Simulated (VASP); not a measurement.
ZnO: relaxation of shape and atoms at fixed volume with PBE

ZnO:

```
Zn O
1.0
     3.21255    0.00000    0.00000
    -1.60627    2.78215    0.00000
     0.00000    0.00000    5.18526
Zn O
2 2
Cartesian
  0.0000 1.8548 2.5925
  1.6063 0.9274 -0.0002
  1.6063 0.9274 1.9654
  0.0000 1.8548 4.5581
```

This cell differs from its parent crystal: volume scaled by 0.94.

| Property | Result |
| --- | --- |
| Program | VASP 6.6.1 |
| Task | relaxation of shape and atoms at fixed volume |
| Functional | PBE |
| Potentials or basis | VASP PAW PBE potentials, release 64 (Zn, O) |
| Cutoff | 600 eV |
| k mesh | 12 × 12 × 6 |
| Occupations | gaussian, width 0.02 eV |
| Spin | no spin polarisation |
| Dipole correction | no |
| Further INCAR settings | ALGO = Normal; EDIFF = 1e-07; IBRION = 2; EDIFFG = -0.01; NSW = 50; ISIF = 4 |

The pressure after relaxing is 10.2 GPa. The largest force after relaxing is 0.004 eV/Å and the band gap on the k mesh is 0.82 eV, direct.

Forces in eV/Å, atoms in the order of the input:
```
Zn   0.000  0.000  0.004
Zn   0.000  0.000  0.004
O    0.000  0.000 -0.004
O    0.000  0.000 -0.004
```

Stress tensor (GPa, compression positive):
```
10.21  0.00  0.00
 0.00 10.21  0.00
 0.00  0.00 10.12
```

Final structure:
```xyz
4
Lattice="3.2125 0.0000 0.0000 -1.6063 2.7821 0.0000 0.0000 0.0000 5.1853" Properties=species:S:1:pos:R:3 pbc="T T T"
Zn    0.0000    1.8548    2.5925
Zn    1.6063    0.9274    5.1851
O     1.6063    0.9274    1.9654
O     0.0000    1.8548    4.5581
```

Levels at points of the mesh, in eV from the valence-band top:
```csv
k point,band 15,band 16,band 17,band 18,band 19,band 20,band 21,band 22
"(0.00, 0.00, 0.00)",-0.82,-0.10,0.00,0.00,0.82,5.33,8.28,13.05
"(0.50, 0.00, 0.00)",-2.91,-2.35,-1.34,-0.87,5.89,6.90,7.60,8.70
"(0.00, 0.00, 0.50)",-0.41,-0.41,-0.41,-0.41,3.51,3.51,10.16,10.16
"(0.50, 0.00, 0.50)",-1.56,-1.56,-1.43,-1.43,5.75,5.75,8.58,8.58
```

Wall time 72 s on 1 thread of Intel(R) Xeon(R) Platinum 8488C (Sapphire Rapids) (shared host), peak memory 0.22 GiB.

Caveat: the relaxation stopped at its first step, so nothing moved.
